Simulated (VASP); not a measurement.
# SrAg2As2 (I4/mmm) in VASP: single point with PBE

Aim: the single point of SrAg2As2 with PBE.

Everything below comes from runs of VASP 6.6.1. Logs are shortened: lines on timing, memory, paths and dates and some standing lists are left out, and cuts for length are marked.

### Step 1. The cell of the first run

The structure is tetragonal, space group I4/mmm (No. 139). The conventional cell has a = 4.507 Å, b = 4.507 Å, c = 10.785 Å, α = 90.00°, β = 90.00°, γ = 90.00°. Within 3.2 Å of As (site symmetry 4mm) lie 1 As at 2.39 Å and 4 Ag at 2.71 Å. Ag (site symmetry -4m2) has 4 As at 2.71 Å and 4 Ag at 3.19 Å and 4 Sr at 3.51 Å within 3.6 Å. Sr (site symmetry 4/mmm) has 10 As at 3.40 to 4.20 Å and 8 Ag at 3.51 Å within 4.5 Å.

### Step 2. Single point, PBE

The input, INCAR:

```
  PREC = Accurate
  ENCUT = 520
  EDIFF = 1E-6
  ISMEAR = -5
  SIGMA = 0.1
  LREAL = False
  LASPH = True
  NELM = 80
  ALGO = Normal
  ISIF = 2
  LWAVE = False
  LCHARG = False
  GGA = PE
  NBANDS = 29
```

The input, KPOINTS:

```
regular mesh
0
Gamma
  4 4 4
```

The input, POSCAR:

```
SrAg2As2
1.0
    0.0000000000      4.5074020000      0.0000000000
    4.5074020000      0.0000000000      0.0000000000
    2.2537010000      2.2537010000     -5.3924170000
As Ag Sr
2 2 1
Direct
    0.3890000000      0.3890000000      0.2220000000
    0.6110000000      0.6110000000      0.7780000000
    0.7500000000      0.2500000000      0.5000000000
    0.2500000000      0.7500000000      0.5000000000
    0.0000000000      0.0000000000      0.0000000000
```

Potentials or basis: VASP PAW PBE potentials, release 64 (As, Ag, Sr_sv).

Launch:

```bash
> cat potpaw_PBE.64/As/POTCAR potpaw_PBE.64/Ag/POTCAR potpaw_PBE.64/Sr_sv/POTCAR > POTCAR
> mpirun -np 1 vasp_std > vasp.out
```

OUTCAR:

```text
PREC = Accurate
   ENCUT = 520
   EDIFF = 1E-6
   ISMEAR = -5
   LREAL = False
   LASPH = True
   NELM = 80
   ISIF = 2
   GGA = PE

 ion  position               nearest neighbor table
   1  0.389  0.389  0.222-   2 2.39   3 2.71   4 2.71   4 2.71   3 2.71   5 3.40   5 3.40   5 3.40
                             5 3.40
   2  0.611  0.611  0.778-   1 2.39   3 2.71   4 2.71   3 2.71   4 2.71   5 3.40   5 3.40   5 3.40
                             5 3.40
   3  0.750  0.250  0.500-   1 2.71   2 2.71   1 2.71   2 2.71   4 3.19   4 3.19   4 3.19   4 3.19
                             5 3.51   5 3.51   5 3.51   5 3.51
   4  0.250  0.750  0.500-   1 2.71   2 2.71   1 2.71   2 2.71   3 3.19   3 3.19   3 3.19   3 3.19
                             5 3.51   5 3.51   5 3.51   5 3.51
   5  0.000  0.000  0.000-   2 3.40   1 3.40   2 3.40   1 3.40   1 3.40   2 3.40   2 3.40   1 3.40
                             4 3.51   3 3.51   4 3.51   3 3.51   3 3.51   4 3.51   4 3.51   3 3.51

  LATTYP: Found a body centered tetragonal cell.
 ALAT       =     4.5074020000
 C/A-ratio  =     2.3926940619

  Lattice vectors:

 A1 = (  -2.2537010000,   2.2537010000,   5.3924170000)
 A2 = (   2.2537010000,  -2.2537010000,   5.3924170000)
 A3 = (   2.2537010000,   2.2537010000,  -5.3924170000)

Analysis of symmetry for initial positions (statically):
=====================================================================
 Subroutine PRICEL returns:
 Original cell was already a primitive cell.

 Routine SETGRP: Setting up the symmetry group for a
 body centered tetragonal supercell.

 Subroutine GETGRP returns: Found 16 space group operations
 (whereof 16 operations were pure point group operations)
 out of a pool of 16 trial point group operations.

The static configuration has the point symmetry D_4h.

Analysis of symmetry for dynamics (positions and initial velocities):
=====================================================================
 Subroutine PRICEL returns:
 Original cell was already a primitive cell.

 Routine SETGRP: Setting up the symmetry group for a
 body centered tetragonal supercell.

 Subroutine GETGRP returns: Found 16 space group operations
 (whereof 16 operations were pure point group operations)
 out of a pool of 16 trial point group operations.

The dynamic configuration has the point symmetry D_4h.

 Subroutine INISYM returns: Found 16 space group operations
 (whereof 16 operations are pure point group operations),
 and found     1 'primitive' translations

----------------------------------------------------------------------------------------

                                     Primitive cell

  volume of cell :     109.5560

  direct lattice vectors                    reciprocal lattice vectors
     0.000000000  4.507402000  0.000000000     0.000000000  0.221857292  0.092722799
     4.507402000  0.000000000  0.000000000     0.221857292  0.000000000  0.092722799
     2.253701000  2.253701000 -5.392417000     0.000000000  0.000000000 -0.185445599

  length of vectors
     4.507402000  4.507402000  6.263904333     0.240454102  0.240454102  0.185445599

  position of ions in fractional coordinates (direct lattice)
     0.389000000  0.389000000  0.222000000
     0.611000000  0.611000000  0.778000000
     0.750000000  0.250000000  0.500000000
     0.250000000  0.750000000  0.500000000
     0.000000000  0.000000000  0.000000000

  ion indices of the primitive-cell ions
   primitive index   ion index
                 1           1
                 2           2
                 3           3
                 4           4
                 5           5

----------------------------------------------------------------------------------------

 KPOINTS: regular mesh

Automatic generation of k-mesh.
 Grid dimensions read from file:
 generate k-points for:    4    4    4

 Generating k-lattice:

  Cartesian coordinates                     Fractional coordinates (reciprocal lattice)
     0.000000000  0.055464323  0.023180700     0.250000000  0.000000000  0.000000000
     0.055464323  0.000000000  0.023180700     0.000000000  0.250000000  0.000000000
     0.000000000  0.000000000 -0.046361400     0.000000000  0.000000000  0.250000000

  Length of vectors
     0.060113526  0.060113526  0.046361400

  Shift w.r.t. Gamma in fractional coordinates (k-lattice)
     0.000000000  0.000000000  0.000000000

 TETIRR: Found    116 inequivalent tetrahedra from      384

 Subroutine IBZKPT returns following result:
 ===========================================

 Found     13 irreducible k-points:

 Following reciprocal coordinates:
            Coordinates               Weight
  0.000000  0.000000  0.000000      1.000000
  0.250000  0.000000  0.000000      8.000000
  0.500000  0.000000  0.000000      4.000000
  0.250000  0.250000  0.000000      8.000000
  0.500000  0.250000  0.000000     16.000000
 -0.250000  0.250000  0.000000      4.000000
  0.500000  0.500000  0.000000      2.000000
  0.000000  0.000000  0.250000      2.000000
  0.500000  0.000000  0.250000      4.000000
 -0.250000  0.000000  0.250000      8.000000
  0.500000  0.500000  0.250000      2.000000
 -0.250000 -0.250000  0.250000      4.000000
  0.000000  0.000000  0.500000      1.000000
   k-points           NKPTS =     13   k-points in BZ     NKDIM =     13   number of bands    NBANDS=     29
   number of dos      NEDOS =    301   number of ions     NIONS =      5
   total plane-waves  NPLWV =  62208
   dimension x,y,z NGX =    36 NGY =   36 NGZ =   48
   dimension x,y,z NGXF=    72 NGYF=   72 NGZF=   96
   ions per type =               2   2   1
   NGX,Y,Z   is equivalent  to a cutoff of  13.28, 13.28, 12.74 a.u.
   NGXF,Y,Z  is equivalent  to a cutoff of  26.56, 26.56, 25.48 a.u.
 SYSTEM =  unknown system
   PREC   = accura    normal or accurate (medium, high low for compatibility)
   ISTART =      0    job   : 0-new  1-cont  2-samecut
   ICHARG =      2    charge: 1-file 2-atom 10-const
   ISPIN  =      1    spin polarized calculation?
   LNONCOLLINEAR =      F non collinear calculations
   LSORBIT =      F    spin-orbit coupling
   LASPH  =      T    aspherical Exc in radial PAW
   ENCUT  =  520.0 eV  38.22 Ry    6.18 a.u.   8.38  8.38 11.65*2*pi/ulx,y,z
   NELM   =     80;   NELMIN=  2; NELMDL= -5     # of ELM steps
   EDIFF  = 0.1E-05   stopping-criterion for ELM
   LREAL  =      F    real-space projection
   EDIFFG = 0.1E-04   stopping-criterion for IOM
   NSW    =      0    number of steps for IOM
   IBRION =     -1    ionic relax: 0-MD 1-quasi-New 2-CG
   NFREE  =      0    steps in history (QN), initial steepest desc. (CG)
   ISIF   =      2    stress and relaxation
   ISYM   =      2    0-nonsym 1-usesym 2-fastsym
   POTIM  = 0.5000    time-step for ionic-motion
   TEBEG  =    0.0;   TEEND  =   0.0 temperature during run
   PSTRESS=    0.0 pullay stress
   NELECT =      42.0000    total number of electrons
   NUPDOWN=      -1.0000    fix difference up-down
   EMIN   =  10.00;   EMAX   =-10.00  energy-range for DOS
   EFERMI =   0.00;   METHOD = LEGACY
   ISMEAR =    -5;   SIGMA  =   0.10  broadening in eV -4-tet -1-fermi 0-gaus
   EFERMI_NEDOS =   21; number of points for ismear=-14 and -15
   IALGO  =     38    algorithm
   IMIX   =      4    mixing-type and parameters
     AMIX     =   0.40;   BMIX     =  1.00
     AMIX_MAG =   1.60;   BMIX_MAG =  1.00
  volume/ion in A,a.u.               =      21.91       147.86
  Fermi-wavevector in a.u.,A,eV,Ry     =   1.189267  2.247388 19.243470  1.414355
  Thomas-Fermi vector in A             =   2.325378
   LORBIT       =      0    0 simple, 1 ext, 2 COOP (PROOUT), +10 PAW based schemes
   GGA     = PE    functional components
   LHFCALC =     F    Hartree Fock is set to
   AEXX    =    0.0000 exact exchange contribution
   IVDW    =     0    specifies the selected vdW correction
   LEPSILON=     F    determine dielectric tensor
   LRPA    =     F    only Hartree local field effects (RPA)
 non-spin polarized calculation
 Fermi weights with tetrahedron method with Bloechl corrections
  energy-cutoff  :      520.00
  volume of cell :      109.56
 maximum number of plane-waves:      2985
 NGX is ok and might be reduce to    36
   NGX = 17   NGY = 17   NGZ = 23

 number of electron      41.9999999 magnetization

 Free energy of the ion-electron system (eV)
  ---------------------------------------------------
  ext. energy  EPLUGINS =         0.00000000
  ---------------------------------------------------
  free energy    TOTEN  =       -18.48464487 eV

  energy without entropy =      -18.48464487  energy(sigma->0) =      -18.48464487

 E-fermi :   6.3196     XC(G=0): -10.3780

 val. band max:        6.4681838460   @ k =  -0.2500   0.0000   0.2500
 cond. band min:       6.1951530544   @ k =   0.5000   0.0000   0.0000
 fundamental gap:     -0.2730307916
 Fermi energy:         6.3196124371

 k-point     1 :       0.0000    0.0000    0.0000
  band No.  band energies     occupation
      1     -29.8974      2.00000
      2     -11.9332      2.00000
      3     -11.9137      2.00000
      4     -11.9137      2.00000
      5      -6.9271      2.00000
      6      -4.0596      2.00000
[... 21 lines left out ...]
     28      11.1017      0.00000
     29      11.3933      0.00000

 k-point     2 :       0.2500    0.0000    0.0000
  band No.  band energies     occupation
      1     -29.8960      2.00000
      2     -11.9725      2.00000
      3     -11.9296      2.00000
      4     -11.9073      2.00000
      5      -6.6887      2.00000
      6      -4.1639      2.00000
[... 21 lines left out ...]
     28      10.4072      0.00000
     29      10.8067      0.00000

 k-point     3 :       0.5000    0.0000    0.0000
  band No.  band energies     occupation
      1     -29.8946      2.00000
      2     -12.0287      2.00000
      3     -11.9257      2.00000
      4     -11.9010      2.00000
      5      -6.4304      2.00000
      6      -4.2785      2.00000
[... 286 lines left out ...]
      5      -6.4496      2.00000
      6      -4.4427      2.00000
[... 21 lines left out ...]
     28      10.6308      0.00000
     29      10.7069      0.00000

 k-point    13 :       0.0000    0.0000    0.5000
  band No.  band energies     occupation
      1     -29.8973      2.00000
      2     -11.9499      2.00000
      3     -11.9130      2.00000
      4     -11.9130      2.00000
      5      -6.6065      2.00000
      6      -4.7663      2.00000
[... 21 lines left out ...]
     28      10.0774      0.00000
     29      10.2860      0.00000

------------------------ aborting loop because EDIFF is reached ----------------------------------------

  FORCE on cell =-STRESS in cart. coord.  units (eV):
  Direction    XX          YY          ZZ          XY          YZ          ZX
  --------------------------------------------------------------------------------------
  -------------------------------------------------------------------------------------
  Total        0.6148424      0.6148424      5.2374999      0.0000000     -0.0000000      0.0000000
  in kB        8.9916283      8.9916283     76.5946713      0.0000000     -0.0000000      0.0000000
  external PRESSURE =      31.5259760 kB  Pullay stress =       0.0000000 kB

 VOLUME and BASIS-vectors are now :
 -----------------------------------------------------------------------------
  energy-cutoff  :      520.00
  volume of cell :      109.56
      direct lattice vectors                 reciprocal lattice vectors
     0.000000000  4.507402000  0.000000000     0.000000000  0.221857292  0.092722799
     4.507402000  0.000000000  0.000000000     0.221857292  0.000000000  0.092722799
     2.253701000  2.253701000 -5.392417000     0.000000000  0.000000000 -0.185445599

 POSITION                                       TOTAL-FORCE (eV/Angst)
 -----------------------------------------------------------------------------------
      2.25370      2.25370     -1.19712         0.000000      0.000000     -0.747266
      4.50740      4.50740     -4.19530        -0.000000     -0.000000      0.747266
      2.25370      4.50740     -2.69621        -0.000000      0.000000      0.000000
      4.50740      2.25370     -2.69621         0.000000     -0.000000      0.000000
      0.00000      0.00000      0.00000        -0.000000     -0.000000      0.000000
 -----------------------------------------------------------------------------------
    total drift:                               -0.000000      0.000000     -0.000000

  FREE ENERGIE OF THE ION-ELECTRON SYSTEM (eV)
  ---------------------------------------------------
  free  energy   TOTEN  =       -18.4846448665 eV

  energy  without entropy=      -18.4846448665  energy(sigma->0) =      -18.48464487
```

Run time: 70 s. Hardware: 1 thread of AMD EPYC 7R13, shared host; peak memory 0.23 GiB.

Results:

* Free energy: -18.4846 eV
* Pressure: 3.2 GPa
* Largest force: 0.747 eV/Å
* Band gap on the k mesh: zero (band 21 reaches 6.47 eV, above the bottom of band 22 at 5.93 eV)

Forces in eV/Å, atoms in the order of the input:
```
As   0.000  0.000 -0.747
As   0.000  0.000  0.747
Ag   0.000  0.000  0.000
Ag   0.000  0.000  0.000
Sr   0.000  0.000  0.000
```

Levels at points of the mesh, in eV from the Fermi level:
```
           k point  band 18  band 19  band 20  band 21  band 22  band 23  band 24  band 25
(0.00, 0.00, 0.00)    -2.24    -2.24    -1.46    -1.46     0.05     0.47     2.14     2.52
(0.50, 0.00, 0.00)    -4.11    -2.39    -1.44    -0.19    -0.12     1.59     1.80     2.60
(0.50, 0.50, 0.00)    -3.57    -3.50    -3.06    -2.27     0.15     1.95     2.33     3.92
(0.00, 0.00, 0.50)    -3.03    -2.12    -1.10    -0.03     0.43     0.65     0.65     3.00
```

Caveat: the k points lie up to 0.38 Å⁻¹ apart; tetrahedron occupations give inexact forces and stress in metals.
